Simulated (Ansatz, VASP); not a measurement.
BiSb2Se: VASP beside Ansatz

```
Sb Bi Se
1.0
     3.95738    0.00000    0.00000
    -1.97869    3.42719    0.00000
     0.00000    0.00000    8.82437
Sb Bi Se
2 1 1
Cartesian
  0.0000 0.0000 1.5755
  0.0000 0.0000 7.2489
  0.0000 0.0000 4.4122
  0.0000 0.0000 0.0000
```

Alike in both runs: task relaxation of cell and atoms; functional PBE; k mesh 6 × 6 × 2; occupations gaussian, width 0.1 eV; no spin polarisation.

|  | VASP | Ansatz |
| --- | --- | --- |
| version | VASP 6.6.1 | Ansatz 0.2.0 |
| potentials or method | VASP PAW PBE potentials, release 64 (Sb, Bi_d, Se), cutoff 600 eV | scalar-relativistic, plane waves, PAW |
| valence electrons in the cell | 31 | 61 |

Ansatz gave:

```
gap on the k mesh at the Fermi level, each at its own relaxed structure (eV) : none
relaxed volume (Å³/atom)                                                     : 28.71
relaxed length of the cell vector where the two differ most in proportion (Å)              : 11.925
```

Task: Estimate VASP's values.

Result: gap on the k mesh at the Fermi level, each at its own relaxed structure (eV): none; relaxed volume (Å³/atom): 28.70; relaxed length of the cell vector where the two differ most in proportion (Å): 11.914.

A gap of «none» marks a metal or a gap that the smearing closes. VASP's potentials hold 31 valence electrons a cell and Ansatz's 61, so a difference there can come from the potentials and not from the codes.

Neither program's run includes spin-orbit coupling. Noted on VASP's run: too few bands were computed for a metal, which touches its energy and stress.
